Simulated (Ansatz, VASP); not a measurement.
# One calculation of Mo, two programs

INCAR

```
PREC = Accurate
ENCUT = 520
EDIFF = 1E-6
ISMEAR = -1
SIGMA = 0.08
LREAL = False
LASPH = True
NELM = 60
ALGO = Normal
ISIF = 2
LWAVE = False
LCHARG = False
GGA = PS
NBANDS = 13
```

File KPOINTS:

```
Automatic mesh
0
Gamma
  17 17 17
```

Contents of POSCAR:

```
Mo
1.0
   -1.2822921809      1.2822921809      1.2822921809
    1.2822921809     -1.2822921809      1.2822921809
    1.2822921809      1.2822921809     -1.2822921809
Mo
1
Direct
    0.0000000000      0.0000000000      0.0000000000
```

Input for Ansatz:

```yaml
crystal:
  lattice:
    - [-1.2822921809, 1.2822921809, 1.2822921809]
    - [1.2822921809, -1.2822921809, 1.2822921809]
    - [1.2822921809, 1.2822921809, -1.2822921809]
  atoms:
    - { symbol: Mo, position: [0.0, 0.0, 0.0] }
kpoints:
  mp_grid: { grid: [17, 17, 17] }
scf:
  occupations: { method: fermi_dirac, width: 0.08 }
hamiltonian:
  xc: pbesol
  pseudopotentials: { kind: all_electron, lapw: { basis_error: 0.001 } }
output:
  forces: true
  stress: true
  eigenvalues: true
  populations: true
```

Change from the starting cell: volume scaled by 0.55, LAPW.

Alike in both runs: task single point; functional PBEsol; k mesh 17 × 17 × 17; occupations fermi-dirac, width 0.08 eV; no spin polarisation.

```csv
,VASP,Ansatz
version,VASP 6.6.1,Ansatz 0.2.0
potentials or method,"VASP PAW PBE potentials, release 64 (Mo_sv), cutoff 520 eV","all-electron LAPW, scalar-relativistic"
```

Ansatz gave:

* pressure (GPa): 532.8

Q: What did VASP give for the same quantities?

A: Pressure (GPa): 544.7.

VASP's potentials were made for PBE, not for PBEsol. Both programs put the cell under a high pressure, so it lies far from rest at this level. Ansatz ran all-electron here, and VASP with PAW potentials.

Noted on VASP's run: the cell as given lies far from equilibrium.
